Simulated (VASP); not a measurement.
Wanted: the native input for a VASP 6.6.1 run.

```
Task                   : single point
Functional             : PBEsol
Potentials or basis    : VASP PAW PBE potentials, release 64 (Mg, H)
Cutoff                 : 600 eV
k mesh                 : 6 × 6 × 4
Occupations            : fermi-dirac, width 0.05 eV
Spin                   : no spin polarisation
Dipole correction      : no
Further INCAR settings : ALGO = Normal; EDIFF = 1e-06; NBANDS = 20
```

The structure of MgH2 lies in POSCAR:

```
MgH2
1.0
    6.0045827167      0.0000781087      0.0012591073
   -3.0022102193      5.1999700857      0.0010751367
    0.0009053666      0.0013604185      4.3886017730
Mg H
4 8
Direct
   -0.0039876453     -0.0017617061     -0.0041224136
   -0.0039891239      0.4982382141     -0.0041004460
    0.4960127767     -0.0017617358     -0.0040573301
    0.4960127885      0.4982383482     -0.0040963416
    0.3294749599      0.1650169443      0.7821260530
    0.1625515758      0.3314511032      0.2096751782
    0.3294688193      0.6650262991      0.7821353851
    0.1625473584      0.8314553776      0.2096872056
    0.8294501846      0.1650143452      0.7821241836
    0.6625627315      0.3314673703      0.2096955611
    0.8294639832      0.6650131689      0.7821127617
    0.6625708759      0.8314548310      0.2096899912
```

One way to write it, as run:

INCAR

```
PREC     = Accurate       # precision mode
ENCUT    = 600            # plane-wave cutoff, eV
EDIFF    = 1E-6           # SCF threshold, eV
ISMEAR   = -1             # smearing method
SIGMA    = 0.05           # smearing width, eV
LREAL    = F              # projectors in reciprocal space
LASPH    = T              # aspherical terms in the spheres
NELM     = 120            # most SCF steps
ALGO     = Normal         # electronic algorithm
ISIF     = 2              # what is computed and relaxed
LWAVE    = F              # write WAVECAR
LCHARG   = T              # write CHGCAR
GGA      = PS             # functional
LELF     = T              # ELF
LVHAR    = T            
NBANDS   = 20             # bands
GGA_COMPAT= F
```

KPOINTS

```
regular mesh
0
Gamma
  6 6 4
```

Potentials or basis: VASP PAW PBE potentials, release 64 (Mg, H).

Run with:

```sh
$ cat potpaw_PBE.64/Mg/POTCAR potpaw_PBE.64/H/POTCAR > POTCAR
$ mpirun -np 1 vasp_std > vasp.out
```

Results of the run:

```yaml
Pressure: -0.1 GPa
Band_gap_on_the_k_mesh: 3.96 eV
```

Caveat: the PAW data sets were made with another functional, which shifts forces and pressure a little.

Wall time 6.1 min on 1 thread of Intel Xeon 8259CL (shared host), peak memory 0.41 GiB.
